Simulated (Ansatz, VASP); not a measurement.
One calculation of Ga4AsP3, two programs

```
CELL_PARAMETERS angstrom
5.40802 0.00000 0.00000
0.00000 5.40802 0.00000
0.00000 0.00000 5.40802
ATOMIC_POSITIONS crystal
Ga 0.75000 0.75000 0.25000
Ga 0.75000 0.25000 0.75000
Ga 0.25000 0.75000 0.75000
Ga 0.25000 0.25000 0.25000
P 0.50000 0.00000 0.00000
P 0.00000 0.50000 0.00000
P 0.00000 0.00000 0.50000
As 0.50000 0.50000 0.50000
```

Alike in both runs: task relaxation of cell and atoms; functional PBE; k mesh 4 × 4 × 4; occupations gaussian, width 0.1 eV; no spin polarisation.

|  | VASP | Ansatz |
| --- | --- | --- |
| version | VASP 6.6.1 | Ansatz 0.2.0 |
| potentials or method | VASP PAW PBE potentials, release 64 (Ga_d, P, As), cutoff 600 eV | scalar-relativistic, plane waves, PAW |
| valence electrons in the cell | 72 | 82 |

|  | VASP | Ansatz | Ansatz less VASP |
| --- | --- | --- | --- |
| gap on the k mesh at the Fermi level, each at its own relaxed structure (eV) | 1.16 | 1.19 | +0.025 |
| relaxed volume (Å³/atom) | 21.51 | 21.49 | -0.025 |
| relaxed cell length with the largest relative difference (Å) | 5.562 | 5.560 | -0.0021 |

VASP's potentials hold 72 valence electrons a cell and Ansatz's 82, so a difference there can come from the potentials and not from the codes.
